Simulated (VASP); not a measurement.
# Mo8S15O (a cell with a defect): electric field gradients with PBE

Mo8S15O (a cell with a defect):

```xyz
24
Lattice="6.3380 0.0000 0.0000 -3.1690 5.4889 0.0000 0.0000 0.0000 12.3240" Properties=species:S:1:pos:R:3 pbc="T T T"
Mo    0.0000    1.8296    3.0810
Mo   -1.5845    4.5741    3.0810
Mo    3.1690    1.8296    3.0810
Mo    1.5845    4.5741    3.0810
Mo    1.5845    0.9148    9.2430
Mo    0.0000    3.6592    9.2430
Mo    4.7535    0.9148    9.2430
Mo    3.1690    3.6592    9.2430
O     0.0000    1.8296    7.6779
S    -1.5845    4.5741    7.6779
S     3.1690    1.8296    7.6779
S     1.5845    4.5741    7.6779
S     1.5845    0.9148    1.5159
S     0.0000    3.6592    1.5159
S     4.7535    0.9148    1.5159
S     3.1690    3.6592    1.5159
S     0.0000    1.8296   10.8081
S    -1.5845    4.5741   10.8081
S     3.1690    1.8296   10.8081
S     1.5845    4.5741   10.8081
S     1.5845    0.9148    4.6461
S     0.0000    3.6592    4.6461
S     4.7535    0.9148    4.6461
S     3.1690    3.6592    4.6461
```

| Property | Result |
| --- | --- |
| Program | VASP 6.6.1 |
| Task | electric field gradients |
| Functional | PBE |
| Potentials or basis | VASP PAW PBE potentials, release 64 (Mo_sv, O, S) |
| Cutoff | 520 eV |
| k mesh | 4 × 4 × 2 |
| Occupations | fermi-dirac, width 0.01 eV |
| Spin | no spin polarisation |
| Dipole correction | no |
| Further INCAR settings | LREAL = Auto; ALGO = Normal; EDIFF = 1e-08; NBANDS = 122 |

The pressure is -1.0 GPa and the largest force is 4.289 eV/Å. The band gap on the k mesh is 0.88 eV. The largest electric field gradient by atom is Mo -78.5, -78.6, -89.3, -81.1 (each value once); O +9.3; S -44.4, -51.4, -50.6, -53.5, -55.5, -53.3, -51.0 (each value once) V/Å².

Forces on the atoms (eV/Å):
```
Mo   0.000  0.000  0.007
Mo   0.022  0.013 -0.001
Mo   0.000 -0.026 -0.001
Mo  -0.022  0.013 -0.001
Mo  -1.242  0.717 -1.335
Mo   0.000 -1.434 -1.335
Mo   1.242  0.717 -1.335
Mo   0.000  0.000 -0.208
O    0.000  0.000  4.289
S    0.051  0.029  0.197
S    0.000 -0.059  0.197
S   -0.051  0.029  0.197
S    0.001 -0.001  0.081
S    0.000  0.002  0.081
S   -0.001 -0.001  0.081
S    0.000  0.000  0.081
S    0.000  0.000 -0.444
S    0.249  0.144 -0.125
S    0.000 -0.288 -0.125
S   -0.249  0.144 -0.125
S   -0.027  0.016 -0.039
S    0.000 -0.032 -0.039
S    0.027  0.016 -0.039
S    0.000  0.000 -0.058
```

Stress tensor (GPa, compression positive):
```
-0.86  0.00  0.00
 0.00 -0.86  0.00
 0.00  0.00 -1.16
```

Levels at points of the mesh, in eV from the valence-band top:
| k point | band 100 | band 101 | band 102 | band 103 | band 104 | band 105 | band 106 | band 107 | band 108 | band 109 |
| --- | --- | --- | --- | --- | --- | --- | --- | --- | --- | --- |
| (0.00, 0.00, 0.00) | -1.18 | -1.18 | -1.18 | -1.06 | 0.00 | 1.44 | 1.44 | 1.58 | 1.66 | 1.66 |
| (0.50, 0.00, 0.00) | -1.29 | -1.26 | -1.18 | -1.08 | -1.07 | 1.03 | 1.05 | 1.12 | 1.28 | 1.37 |
| (0.00, 0.00, 0.50) | -1.24 | -1.22 | -1.22 | -0.31 | -0.21 | 1.44 | 1.44 | 1.58 | 1.67 | 1.67 |
| (0.50, 0.00, 0.50) | -1.28 | -1.24 | -1.16 | -1.09 | -1.08 | 1.07 | 1.12 | 1.30 | 1.53 | 1.56 |

Electric field gradients, principal values (V/Å²):
```tsv
atom	least	middle	greatest (by size)
1 Mo	39.249	39.251	-78.499
2 Mo	39.158	39.406	-78.563
3 Mo	39.158	39.406	-78.563
4 Mo	39.156	39.407	-78.563
5 Mo	14.008	75.279	-89.287
6 Mo	14.009	75.278	-89.287
7 Mo	14.009	75.278	-89.287
8 Mo	40.554	40.556	-81.110
9 O	-4.651	-4.654	9.305
10 S	10.764	33.654	-44.418
11 S	10.764	33.654	-44.418
12 S	10.764	33.654	-44.417
13 S	25.615	25.795	-51.410
14 S	25.614	25.795	-51.410
15 S	25.614	25.795	-51.410
16 S	25.311	25.312	-50.623
17 S	26.758	26.759	-53.518
18 S	20.998	34.506	-55.504
19 S	20.998	34.506	-55.504
20 S	20.999	34.505	-55.504
21 S	26.339	26.971	-53.310
22 S	26.340	26.970	-53.310
23 S	26.340	26.970	-53.310
24 S	25.474	25.476	-50.950
```

It took 3.6 min on 1 × NVIDIA H100 80GB with 1 thread of AMD EPYC 7R13 Processor (Zen 3) (shared host), peak memory 1.6 GiB.

Caveat: without QUAD_EFG the Cq values of the log hold for a quadrupole moment of 1 mb, not for the nuclei.
